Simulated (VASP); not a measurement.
Crystal: SiBi2Te5.

```
CELL_PARAMETERS angstrom
4.18000 0.00000 0.00000
-2.09000 3.61999 0.00000
0.00000 0.00000 15.80000
ATOMIC_POSITIONS crystal
Si 0.00000 0.00000 0.00000
Bi 0.33333 0.66667 0.78200
Bi 0.66667 0.33333 0.21800
Te 0.33333 0.66667 0.10800
Te 0.66667 0.33333 0.89200
Te 0.00000 0.00000 0.66500
Te 0.00000 0.00000 0.33500
Te 0.33333 0.66667 0.50000
```

| Item | Value |
| --- | --- |
| Program | VASP 6.6.1 |
| Task | relaxation of cell and atoms |
| Functional | PBE |
| Potentials or basis | VASP PAW PBE potentials, release 64 (Si, Bi_d, Te) |
| Cutoff | 600 eV |
| k mesh | 5 × 5 × 1 |
| Occupations | gaussian, width 0.2 eV |
| Spin | no spin polarisation |

At the start: pressure 5.6 GPa; volume 29.88 Å³/atom.

Q: Where does the relaxation end?

A: Over 18 steps the energy falls by 154.0 meV/atom and the volume is 31.49 Å³/atom (+5.4 %); space group P3m1 (No. 156, to 0.1 Å) before and after.

The path:
| step | energy change (eV) | largest force (eV/Å) | pressure (GPa) | volume (Å³) |
| --- | --- | --- | --- | --- |
| 1 | 0.0000 | 2.4532 | 5.58 | 239.08 |
| 2 | -0.7438 | 0.7901 | -2.59 | 276.91 |
| 3 | -0.7841 | 0.9506 | -1.40 | 268.84 |
| 4 | -0.9717 | 0.5988 | -0.63 | 262.67 |
| 5 | -1.0457 | 0.7139 | 0.48 | 256.17 |
| 6 | -1.1045 | 0.4933 | -0.17 | 257.81 |
| 7 | -1.1234 | 0.3056 | -0.71 | 259.30 |
| 8 | -1.1576 | 0.2935 | 0.09 | 253.02 |
| 9 | -1.1608 | 0.3179 | 0.43 | 250.57 |
| 10 | -1.1871 | 0.2530 | 0.12 | 250.63 |
| 11 | -1.1954 | 0.3138 | -0.14 | 250.67 |
| 12 | -1.2167 | 0.1579 | 0.28 | 248.91 |
| 13 | -1.2182 | 0.1229 | 0.44 | 248.32 |
| 14 | -1.2247 | 0.1447 | -0.37 | 253.26 |
| 15 | -1.2260 | 0.1388 | -0.19 | 251.81 |
| 16 | -1.2296 | 0.0977 | 0.04 | 251.38 |
| 17 | -1.2297 | 0.1045 | 0.06 | 251.36 |
| 18 | -1.2316 | 0.0714 | -0.07 | 251.93 |

Final structure:
```xyz
8
Lattice="4.2215 0.0000 0.0000 -2.1108 3.6560 0.0000 0.0000 0.0000 16.3230" Properties=species:S:1:pos:R:3 pbc="T T T"
Si    4.2215    0.0000    0.0109
Bi    0.0000    2.4373   12.5024
Bi    2.1108    1.2187    3.9171
Te    0.0000    2.4373    1.5377
Te    2.1108    1.2187   14.7128
Te    2.1108    3.6560   10.6060
Te    0.0000    0.0000    5.8348
Te    0.0000    2.4373    8.0089
```

Caveat: the k points lie up to 0.38 Å⁻¹ apart in the final cell; the relaxation stopped at a loose force limit of 0.08 eV/Å, so its end isn't a converged minimum.
